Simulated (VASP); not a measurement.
A run of VASP 6.6.1:

INCAR

```
PREC     = Accurate       # precision mode
ENCUT    = 520            # plane-wave cutoff, eV
EDIFF    = 1E-8           # SCF threshold, eV
ISMEAR   = -1             # smearing method
SIGMA    = 0.05           # smearing width, eV
LREAL    = False          # projectors in reciprocal space
LASPH    = True           # aspherical terms in the spheres
NELM     = 100            # most SCF steps
ALGO     = Normal         # electronic algorithm
ISIF     = 2              # what is computed and relaxed
LWAVE    = False          # write WAVECAR
LCHARG   = False          # write CHGCAR
GGA      = PS             # functional
LEFG     = True         
NBANDS   = 11             # bands
```

KPOINTS

```
regular mesh
0
Gamma
  18 18 18
```

Contents of POSCAR:

```
Pd
1.0
    0.0194490000      1.9546245000      1.9546245000
    1.9546245000      0.0194490000      1.9546245000
    1.9546245000      1.9546245000      0.0194490000
Pd
1
Direct
    0.0000000000      0.0000000000      0.0000000000
```

Potentials or basis: VASP PAW PBE potentials, release 64 (Pd).

Command:

```bash
$ cat potpaw_PBE.64/Pd/POTCAR > POTCAR
$ mpirun -np 1 vasp_std > vasp.out
```

Hardware: 1 thread of Intel(R) Xeon(R) 6975P-C (Granite Rapids), with other jobs on the host.

How long does it take, and how much memory?

Wall time 31 s on 1 thread of Intel(R) Xeon(R) 6975P-C (Granite Rapids) (shared host), peak memory 0.21 GiB. Counts: scf iterations 13, k points 580.
